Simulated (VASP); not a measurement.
# KTmI4 (P1) in VASP: relaxation of cell and atoms with PBE

Aim: the relaxation of cell and atoms of KTmI4 with PBE.

Program: VASP 6.6.1. These are calculated values, not measurements. Logs are shortened: lines on timing, memory, paths and dates and some standing lists are left out, and cuts for length are marked.

### 1 The cell of the first run

The typed cell holds 12 atoms: a = 4.533 Å, b = 8.553 Å, c = 14.651 Å, α = 92.25°, β = 88.31°, γ = 88.84°.

### 2 Relaxation of cell and atoms, PBE

File INCAR:

```
ALGO = Normal
EDIFF = 1E-7
EDIFFG = -0.025
ENCUT = 500
GGA = PE
GGA_COMPAT = False
IBRION = 2
ISIF = 3
ISMEAR = 0
LASPH = True
LCHARG = False
LMAXMIX = 6
LREAL = False
LWAVE = False
NELM = 200
NELMIN = 4
NSW = 80
PREC = Accurate
SIGMA = 0.1
```

File KPOINTS:

```
k-points
0
Gamma
  4 2 1
```

File POSCAR:

```
KTmI4
1.0
    0.0664575464      4.5327131911      0.0494399816
   -0.3212867519      0.0845193671      8.5468961683
   14.6493693533      0.2188901176     -0.0275384438
K Tm I
2 2 8
Direct
    0.5050516625      0.5007699088      0.2521681494
    0.5043209418      0.4991705460      0.7475835596
   -0.0141730337     -0.0020037103      0.0015828078
    0.9912570054      0.0017008833      0.5007937224
    0.4842163371      0.8823504911      0.1051054015
    0.5078419163      0.8761913026      0.6154590674
    0.5178335555      0.1168451704      0.3867140892
    0.4997131096      0.1348713556      0.8914020998
    0.0240788614      0.6817901184      0.3972609318
   -0.0063054234      0.6856317058      0.8932408752
   -0.0182645482      0.3168833832      0.1023806395
    0.0044296156      0.3057988451      0.6063086566
```

Potentials or basis: VASP PAW PBE potentials, release 64 (K_sv, Tm_3, I), 4f in core.

Launch:

```sh
$ cat potpaw_PBE.64/K_sv/POTCAR potpaw_PBE.64/Tm_3/POTCAR potpaw_PBE.64/I/POTCAR > POTCAR
$ mpirun -np 1 vasp_std > vasp.out
```

OUTCAR:

```text
EDIFF = 1E-7
   EDIFFG = -0.025
   ENCUT = 500
   GGA = PE
   IBRION = 2
   ISIF = 3
   ISMEAR = 0
   LASPH = True
   LREAL = False
   NELM = 200
   NELMIN = 4
   NSW = 80
   PREC = Accurate

 ion  position               nearest neighbor table
   1  0.505  0.501  0.252-   9 3.32  11 3.36   9 3.55  11 3.62
   2  0.504  0.499  0.748-  12 3.39  10 3.43  10 3.49  12 3.51
   3  0.986  0.998  0.002-   5 2.91   5 2.93   8 3.01  11 3.05  10 3.05   8 3.07
   4  0.991  0.002  0.501-   7 2.94   6 2.97  12 2.98   7 3.07   9 3.07   6 3.12
   5  0.484  0.882  0.105-   3 2.91   3 2.93
   6  0.508  0.876  0.615-   4 2.97   4 3.12
   7  0.518  0.117  0.387-   4 2.94   4 3.07
   8  0.500  0.135  0.891-   3 3.01   3 3.07
   9  0.024  0.682  0.397-   4 3.07   1 3.32   1 3.55
  10  0.994  0.686  0.893-   3 3.05   2 3.43   2 3.49
  11  0.982  0.317  0.102-   3 3.05   1 3.36   1 3.62
  12  0.004  0.306  0.606-   4 2.98   2 3.39   2 3.51

  LATTYP: Found a triclinic cell.
 ALAT       =    15.2077714329
 B/A-ratio  =     0.2981021888
 C/A-ratio  =     0.5624328603
 COS(alpha) =     0.0202264620
 COS(beta)  =     0.0438802181
 COS(gamma) =     0.2696099852

  Lattice vectors:

 A1 = (  14.5829118069,  -4.3138230735,  -0.0769784254)
 A2 = (  -0.0664575464,  -4.5327131911,  -0.0494399816)
 A3 = (   0.3212867519,  -0.0845193671,  -8.5468961683)

Analysis of symmetry for initial positions (statically):
=====================================================================
 Subroutine PRICEL returns:
 Original cell was already a primitive cell.

 Routine SETGRP: Setting up the symmetry group for a
 triclinic supercell.

 Subroutine GETGRP returns: Found  1 space group operations
 (whereof  1 operations were pure point group operations)
 out of a pool of  2 trial point group operations.

The static configuration has the point symmetry C_1 .

Analysis of symmetry for dynamics (positions and initial velocities):
=====================================================================
 Subroutine PRICEL returns:
 Original cell was already a primitive cell.

 Routine SETGRP: Setting up the symmetry group for a
 triclinic supercell.

 Subroutine GETGRP returns: Found  1 space group operations
 (whereof  1 operations were pure point group operations)
 out of a pool of  2 trial point group operations.

The dynamic configuration has the point symmetry C_1 .

 Subroutine INISYM returns: Found  1 space group operations
 (whereof  1 operations are pure point group operations),
 and found     1 'primitive' translations

----------------------------------------------------------------------------------------

                                     Primitive cell

  volume of cell :     567.2965

  direct lattice vectors                    reciprocal lattice vectors
     0.066457546  4.532713191  0.049439982    -0.003301904  0.220691985 -0.002306522
    -0.321286752  0.084519367  8.546896168     0.000239109 -0.001279921  0.117023184
    14.649369353  0.218890118 -0.027538444     0.068282548 -0.001029250  0.002576990

  length of vectors
     4.533469950  8.553350385 14.651030465     0.220728736  0.117030427  0.068338909

  position of ions in fractional coordinates (direct lattice)
     0.505051663  0.500769909  0.252168149
     0.504320942  0.499170546  0.747583560
     0.985826966  0.997996290  0.001582808
     0.991257005  0.001700883  0.500793722
     0.484216337  0.882350491  0.105105401
     0.507841916  0.876191303  0.615459067
     0.517833555  0.116845170  0.386714089
     0.499713110  0.134871356  0.891402100
     0.024078861  0.681790118  0.397260932
     0.993694577  0.685631706  0.893240875
     0.981735452  0.316883383  0.102380639
     0.004429616  0.305798845  0.606308657

  ion indices of the primitive-cell ions
   primitive index   ion index
                 1           1
                 2           2
                 3           3
                 4           4
                 5           5
                 6           6
                 7           7
                 8           8
                 9           9
                10          10
                11          11
                12          12

----------------------------------------------------------------------------------------

 KPOINTS: k-points

Automatic generation of k-mesh.
 Grid dimensions read from file:
 generate k-points for:    4    2    1

 Generating k-lattice:

  Cartesian coordinates                     Fractional coordinates (reciprocal lattice)
    -0.000825476  0.055172996 -0.000576631     0.250000000  0.000000000  0.000000000
     0.000119555 -0.000639960  0.058511592     0.000000000  0.500000000  0.000000000
     0.068282548 -0.001029250  0.002576990    -0.000000000 -0.000000000  1.000000000

  Length of vectors
     0.055182184  0.058515214  0.068338909

  Shift w.r.t. Gamma in fractional coordinates (k-lattice)
     0.000000000  0.000000000  0.000000000

 Subroutine IBZKPT returns following result:
 ===========================================

 Found      6 irreducible k-points:

 Following reciprocal coordinates:
            Coordinates               Weight
  0.000000  0.000000  0.000000      1.000000
  0.250000  0.000000  0.000000      2.000000
  0.500000  0.000000  0.000000      1.000000
  0.000000  0.500000  0.000000      1.000000
  0.250000  0.500000  0.000000      2.000000
  0.500000  0.500000 -0.000000      1.000000
   k-points           NKPTS =      6   k-points in BZ     NKDIM =      6   number of bands    NBANDS=     55
   number of dos      NEDOS =    301   number of ions     NIONS =     12
   total plane-waves  NPLWV = 248832
   dimension x,y,z NGX =    36 NGY =   64 NGZ =  108
   dimension x,y,z NGXF=    72 NGYF=  128 NGZF=  216
   ions per type =               2   2   8
   NGX,Y,Z   is equivalent  to a cutoff of  13.20, 12.44, 12.25 a.u.
   NGXF,Y,Z  is equivalent  to a cutoff of  26.40, 24.88, 24.51 a.u.
 SYSTEM =  unknown system
   PREC   = accura    normal or accurate (medium, high low for compatibility)
   ISTART =      0    job   : 0-new  1-cont  2-samecut
   ICHARG =      2    charge: 1-file 2-atom 10-const
   ISPIN  =      1    spin polarized calculation?
   LNONCOLLINEAR =      F non collinear calculations
   LSORBIT =      F    spin-orbit coupling
   LASPH  =      T    aspherical Exc in radial PAW
   ENCUT  =  500.0 eV  36.75 Ry    6.06 a.u.   8.27 15.59 26.71*2*pi/ulx,y,z
   NELM   =    200;   NELMIN=  4; NELMDL= -5     # of ELM steps
   EDIFF  = 0.1E-06   stopping-criterion for ELM
   LREAL  =      F    real-space projection
   EDIFFG = -.3E-01   stopping-criterion for IOM
   NSW    =     80    number of steps for IOM
   IBRION =      2    ionic relax: 0-MD 1-quasi-New 2-CG
   NFREE  =      1    steps in history (QN), initial steepest desc. (CG)
   ISIF   =      3    stress and relaxation
   ISYM   =      2    0-nonsym 1-usesym 2-fastsym
   POTIM  = 0.5000    time-step for ionic-motion
   TEBEG  =    0.0;   TEEND  =   0.0 temperature during run
   PSTRESS=    0.0 pullay stress
   NELECT =      92.0000    total number of electrons
   NUPDOWN=      -1.0000    fix difference up-down
   EMIN   =  10.00;   EMAX   =-10.00  energy-range for DOS
   EFERMI =   0.00;   METHOD = LEGACY
   ISMEAR =     0;   SIGMA  =   0.10  broadening in eV -4-tet -1-fermi 0-gaus
   EFERMI_NEDOS =   21; number of points for ismear=-14 and -15
   IALGO  =     38    algorithm
   IMIX   =      4    mixing-type and parameters
     AMIX     =   0.40;   BMIX     =  1.00
     AMIX_MAG =   1.60;   BMIX_MAG =  1.00
  volume/ion in A,a.u.               =      47.27       319.03
  Fermi-wavevector in a.u.,A,eV,Ry     =   0.892759  1.687069 10.844089  0.797018
  Thomas-Fermi vector in A             =   2.014749
   LORBIT       =      0    0 simple, 1 ext, 2 COOP (PROOUT), +10 PAW based schemes
   GGA     = PE    functional components
   LHFCALC =     F    Hartree Fock is set to
   AEXX    =    0.0000 exact exchange contribution
   IVDW    =     0    specifies the selected vdW correction
   LEPSILON=     F    determine dielectric tensor
   LRPA    =     F    only Hartree local field effects (RPA)
 conjugate gradient relaxation of ions
 non-spin polarized calculation
 Gauss-broadening in eV      SIGMA  =   0.10
  energy-cutoff  :      500.00
  volume of cell :      567.30
 maximum number of plane-waves:     14411
 NGX is ok and might be reduce to    36
   NGX = 17   NGY = 31   NGZ = 53

--------------------------------------- Ionic step        1  -------------------------------------------

 number of electron      92.0000000 magnetization

 Free energy of the ion-electron system (eV)
  ---------------------------------------------------
  ext. energy  EPLUGINS =         0.00000000
  ---------------------------------------------------
  free energy    TOTEN  =       -39.55638002 eV

  energy without entropy =      -39.55638002  energy(sigma->0) =      -39.55638002

------------------------ aborting loop because EDIFF is reached ----------------------------------------

  FORCE on cell =-STRESS in cart. coord.  units (eV):
  Direction    XX          YY          ZZ          XY          YZ          ZX
  --------------------------------------------------------------------------------------
  -------------------------------------------------------------------------------------
  Total        2.8009280      3.1816569     -2.5452402     -0.9461596     -0.8847373     -2.7487939
  in kB        7.9104723      8.9857394     -7.1883506     -2.6721750     -2.4987039     -7.7632337
  external PRESSURE =       3.2359537 kB  Pullay stress =       0.0000000 kB
[... 119 lines left out ...]
  FREE ENERGIE OF THE ION-ELECTRON SYSTEM (eV)
  ---------------------------------------------------
  free  energy   TOTEN  =       -39.7794971428 eV

  energy  without entropy=      -39.7794971428  energy(sigma->0) =      -39.77949714

[... ionic steps 4 to 9 ...]

--------------------------------------- Ionic step       10  -------------------------------------------

 number of electron      92.0000001 magnetization

------------------------ aborting loop because EDIFF is reached ----------------------------------------

  FORCE on cell =-STRESS in cart. coord.  units (eV):
  Direction    XX          YY          ZZ          XY          YZ          ZX
  --------------------------------------------------------------------------------------
  -------------------------------------------------------------------------------------
  Total       -0.0933542      0.0550538      0.0461177     -0.0118732      0.0707781      0.0029158
  in kB       -0.2620549      0.1545416      0.1294571     -0.0333294      0.1986814      0.0081849
  external PRESSURE =       0.0073146 kB  Pullay stress =       0.0000000 kB
[... 77 lines left out ...]
  energy  without entropy=      -39.8438049826  energy(sigma->0) =      -39.84380498

--------------------------------------- Ionic step       12  -------------------------------------------

 number of electron      91.9999997 magnetization

 Free energy of the ion-electron system (eV)
  ---------------------------------------------------
  ext. energy  EPLUGINS =         0.00000000
  ---------------------------------------------------
  free energy    TOTEN  =       -39.84475080 eV

  energy without entropy =      -39.84475080  energy(sigma->0) =      -39.84475080

 E-fermi :   0.7864     XC(G=0):  -7.1904

 val. band max:        0.2683839853   @ k =   0.0000   0.0000   0.0000
 cond. band min:       2.8426299123   @ k =   0.0000   0.0000   0.0000
 fundamental gap:      2.5742459270
 Fermi energy:         0.7863914804

 k-point     1 :       0.0000    0.0000    0.0000
  band No.  band energies     occupation
      1     -28.8740      2.00000
      2     -28.8556      2.00000
      3     -24.9199      2.00000
      4     -24.9152      2.00000
      5     -24.8632      2.00000
      6     -24.8591      2.00000
[... 376 lines left out ...]
  FREE ENERGIE OF THE ION-ELECTRON SYSTEM (eV)
  ---------------------------------------------------
  free  energy   TOTEN  =       -39.8447508000 eV

  energy  without entropy=      -39.8447508000  energy(sigma->0) =      -39.84475080

 reached required accuracy - stopping structural energy minimisation
```

Wall time 38 min (1 thread of Intel Xeon Platinum 8488C (Sapphire Rapids), shared host); peak memory 0.68 GiB.

Results:

```yaml
Free_energy: -39.8448 eV
Relaxed_volume: 47.42 Å³/atom
Relaxed_cell: a = 4.551 Å, b = 8.264 Å, c = 15.159 Å, α = 93.48°, β = 89.59°, γ = 90.14°
Space_group_after_relaxing_to_0.1_Å: P-1 (No. 2)
Energy_gained_by_relaxing: 24.0 meV/atom
Ionic_steps: 12
Pressure_after_relaxing: 0.0 GPa
Largest_force_after_relaxing: 0.025 eV/Å
Band_gap_on_the_k_mesh: 2.57 eV
```

Forces on the atoms (eV/Å):
```
K    0.007 -0.008  0.008
K   -0.001 -0.002 -0.004
Tm   0.004  0.007 -0.005
Tm   0.000 -0.011  0.007
I    0.001  0.012 -0.005
I   -0.002  0.016 -0.013
I    0.000 -0.006  0.009
I    0.006  0.004  0.004
I   -0.006 -0.017 -0.004
I   -0.009  0.004 -0.023
I    0.001  0.010  0.016
I   -0.003 -0.009  0.007
```

The path:
```tsv
step	energy change (eV)	largest force (eV/Å)	pressure (GPa)	volume (Å³)
1	0.0000	0.9746	0.32	567.30
2	-0.1980	0.3514	-0.03	574.99
3	-0.2231	0.2303	-0.14	578.84
4	-0.2491	0.1596	-0.05	575.68
5	-0.2687	0.2127	0.15	569.41
6	-0.2787	0.1039	-0.06	572.98
7	-0.2787	0.0953	-0.08	573.32
8	-0.2835	0.0614	-0.01	571.48
9	-0.2840	0.0578	0.01	570.78
10	-0.2856	0.0484	0.00	570.76
11	-0.2874	0.0532	-0.03	570.71
12	-0.2884	0.0249	0.05	569.02
```

Final structure:
```xyz
12
Lattice="0.0155 4.5508 -0.0056 -0.4153 -0.0084 8.2535 15.1578 0.0560 -0.1582" Properties=species:S:1:pos:R:3 pbc="T T T"
K     3.5991    2.2989    4.0766
K    11.1527    2.3168    4.0189
Tm   15.1560    4.5601   -0.1355
Tm    7.1768    0.0539    8.1465
I     1.3439    2.2155    7.2257
I     8.9717    2.3133    7.1270
I     5.8151    2.3442    0.9143
I    13.3785    2.2974    0.9170
I     5.7327    0.0463    5.5757
I    13.2525    4.5726    5.5782
I     1.4878    4.5414    2.5650
I     9.0596    0.0578    2.4495
```

Levels at points of the mesh, in eV from the valence-band top:
| k point | band 44 | band 45 | band 46 | band 47 | band 48 | band 49 |
| --- | --- | --- | --- | --- | --- | --- |
| (0.00, 0.00, 0.00) | -0.10 | -0.08 | 0.00 | 2.57 | 2.61 | 3.74 |
| (0.50, 0.00, 0.00) | -0.30 | -0.24 | -0.10 | 3.39 | 3.42 | 3.53 |
| (0.00, 0.50, 0.00) | -0.06 | -0.04 | -0.01 | 2.60 | 2.60 | 3.75 |
| (0.50, 0.50, 0.00) | -0.45 | -0.33 | -0.28 | 3.30 | 3.42 | 3.44 |

Caveat: the k points lie up to 0.42 Å⁻¹ apart in the final cell; spin-orbit coupling is left out, which moves the levels of the heavy elements; an odd mesh through Γ misses points on the zone boundary, where band edges can lie; the 4f electrons are frozen in the core, so they carry no moment and show no levels.
